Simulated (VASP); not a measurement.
CaSe:

```xyz
2
Lattice="0.0000 2.9675 2.9675 3.0245 0.0000 2.9675 3.0245 2.9675 0.0000" Properties=species:S:1:pos:R:3 pbc="T T T"
Ca    0.0000    0.0000    0.0000
Se    3.0245    2.9675    2.9675
```

This cell differs from its parent crystal: uniaxial x strain +1.9%.

Base run:

| Item | Value |
| --- | --- |
| Program | VASP 6.6.1 |
| Functional | PBE |
| Potentials or basis | VASP PAW PBE potentials, release 64 (Ca_sv, Se) |
| Cutoff | 520 eV |
| k mesh | 8 × 8 × 8 |
| Occupations | fermi-dirac, width 0.02 eV |
| Spin | no spin polarisation |

Its results: band gap on the k mesh 2.09 eV (least direct gap 2.96 eV); pressure -0.1 GPa.

Question: The run is repeated on the same cell with these changes: functional from PBE to r2SCAN; occupations from fermi-dirac, width 0.02 eV to gaussian, width 0.01 eV. What comes out?

Answer: Band gap on the k mesh 2.56 eV (least direct gap 3.44 eV); pressure -0.7 GPa.

Caveats: the PAW data sets were made with another functional, which shifts forces and pressure a little (at least some runs).

A k mesh can miss the band edges.
